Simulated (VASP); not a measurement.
Set up this calculation in VASP 6.6.1, as the native input.

| Property | Result |
| --- | --- |
| Task | single point |
| Functional | PBE |
| Potentials or basis | VASP PAW PBE potentials, release 64 (Ag, O) |
| Cutoff | 520 eV |
| k mesh | 8 × 8 × 8 |
| Occupations | gaussian, width 0.1 eV |
| Spin | no spin polarisation |
| Dipole correction | no |
| Further INCAR settings | ALGO = Fast; EDIFF = 1e-06; NBANDS = 40 |

The structure of Ag4O3 lies in POSCAR:

```
Ag4O3
1.0
    4.7792233355      0.0000000000      0.0000000000
    0.0000000000      4.7792233355      0.0000000000
    0.0000000000      0.0000000000      4.7792233355
Ag O
4 3
Direct
    0.7127337367      0.7127337367      0.7127337367
    0.2872662633      0.2872662633      0.7127337367
    0.2872662633      0.7127337367      0.2872662633
    0.7127337367      0.2872662633      0.2872662633
    0.0000000000      0.0000000000      0.5000000000
    0.5000000000      0.0000000000      0.0000000000
    0.0000000000      0.5000000000      0.0000000000
```

The cell was generated, and may not be a known phase.

One way to write it, as run:

INCAR

```
SYSTEM = Ag4O3
  PREC = Accurate
  ENCUT = 520
  EDIFF = 1E-6
  ISMEAR = 0
  SIGMA = 0.1
  LREAL = .False.
  LASPH = .True.
  NELM = 100
  ALGO = Fast
  ISIF = 2
  LWAVE = .False.
  LCHARG = .False.
  GGA = PE
  NBANDS = 40
```

KPOINTS

```
regular mesh
0
Gamma
  8 8 8
  0 0 0
```

Potentials or basis: VASP PAW PBE potentials, release 64 (Ag, O).

The run is started by

```bash
$ cat potpaw_PBE.64/Ag/POTCAR potpaw_PBE.64/O/POTCAR > POTCAR
$ mpirun -np 1 vasp_std > vasp.out
```

Results of the run:

```yaml
Pressure: 0.0 GPa
Largest_force: 0.009 eV/Å
Band_gap_on_the_k_mesh: zero (bands 31 and 32 overlap by 0.60 eV)
```

Wall time 2.6 min on 1 thread of Oxide Virtual Turin-like Processor, with other jobs on the host, peak memory 0.24 GiB.
